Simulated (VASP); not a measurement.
A run of VASP 6.6.1:

INCAR

```
SYSTEM = TiTe2
PREC     = Accurate       ! precision mode
ENCUT    = 520            ! plane-wave cutoff, eV
EDIFF    = 1E-6           ! SCF threshold, eV
ISMEAR   = -1             ! smearing method
SIGMA    = 0.1            ! smearing width, eV
LREAL    = .False.        ! projectors in reciprocal space
LASPH    = .True.         ! aspherical terms in the spheres
NELM     = 60             ! most SCF steps
ALGO     = Normal         ! electronic algorithm
ISIF     = 2              ! what is computed and relaxed
LWAVE    = .False.        ! write WAVECAR
LCHARG   = .False.        ! write CHGCAR
GGA      = PE             ! functional
NBANDS   = 19             ! bands
```

The input KPOINTS:

```
Automatic mesh
0
Gamma
  10 10 5
  0 0 0
```

POSCAR

```
TiTe2
1.0
    3.7770000000      0.0000000000      0.0000000000
   -1.8885000000      3.2709780000      0.0000000000
    0.0000000000      0.0000000000      6.4980000000
Ti Te
1 2
Direct
    0.0000000000      0.0000000000      0.0000000000
    0.6666666667      0.3333333333      0.2628000000
    0.3333333333      0.6666666667      0.7372000000
```

Potentials or basis: VASP PAW PBE potentials, release 64 (Ti_sv, Te).

Run with:

```console
$ cat potpaw_PBE.64/Ti_sv/POTCAR potpaw_PBE.64/Te/POTCAR > POTCAR
$ mpirun -np 1 vasp_std > vasp.out
```

Hardware: 1 thread of Intel(R) Xeon(R) 6975P-C (Granite Rapids), with other jobs on the host.

Problem. How long does it take, and how much memory?

Solution. It took 42 s on 1 thread of Intel(R) Xeon(R) 6975P-C (Granite Rapids), on a shared host, peak memory 0.23 GiB. Counts: scf iterations 17, k points 58.
